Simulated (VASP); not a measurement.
A run of VASP 6.6.1:

The input POSCAR:

```
GaN
1.0
    3.1402553457     -0.0000000029      0.0000000000
   -1.5701276703      2.7195409052      0.0000000000
    0.0000000000      0.0000000000      5.1138172400
Ga N
2 2
Direct
    0.3333333333      0.6666666667     -0.0008901400
    0.6666666667      0.3333333333      0.4991098600
    0.3333333333      0.6666666667      0.3758901400
    0.6666666667      0.3333333333      0.8758901400
```

File INCAR.step1:

```
PREC = Accurate ; ENCUT = 520
ISMEAR = -1 ; SIGMA = 0.02
LREAL = False ; LASPH = True
NELM = 60 ; NBANDS = 26
GGA = PE ; ALGO = Normal
EDIFF = 1E-4 ; LWAVE = True
LCHARG = False
```

Contents of INCAR.step2:

```
PREC = Accurate ; ENCUT = 520
EDIFF = 1E-6 ; ISMEAR = -1
SIGMA = 0.02 ; LREAL = False
LASPH = True ; NELM = 60
ALGO = Normal ; ISIF = 2
LWAVE = False ; LCHARG = False
METAGGA = R2SCAN ; LMIXTAU = True
NBANDS = 26 ; ISTART = 1
```

The input KPOINTS:

```
Automatic mesh
0
Gamma
  12 12 6
```

Potentials or basis: VASP PAW PBE potentials, release 64 (Ga_d, N).

The run is started by

```bash
$ cat potpaw_PBE.64/Ga_d/POTCAR potpaw_PBE.64/N/POTCAR > POTCAR
$ cp INCAR.step1 INCAR
$ mpirun -np 1 vasp_std > vasp.out
$ cp INCAR.step2 INCAR
$ mpirun -np 1 vasp_std > vasp.out
```

Hardware: 1 thread of Intel(R) Xeon(R) Platinum 8375C CPU @ 2.90GHz (Ice Lake), with other jobs on the host.

Problem. How long does it take, and how much memory?

Solution. Wall time 4.1 min on 1 thread of Intel(R) Xeon(R) Platinum 8375C CPU @ 2.90GHz (Ice Lake) (shared host), peak memory 0.21 GiB. Counts: k points 76.
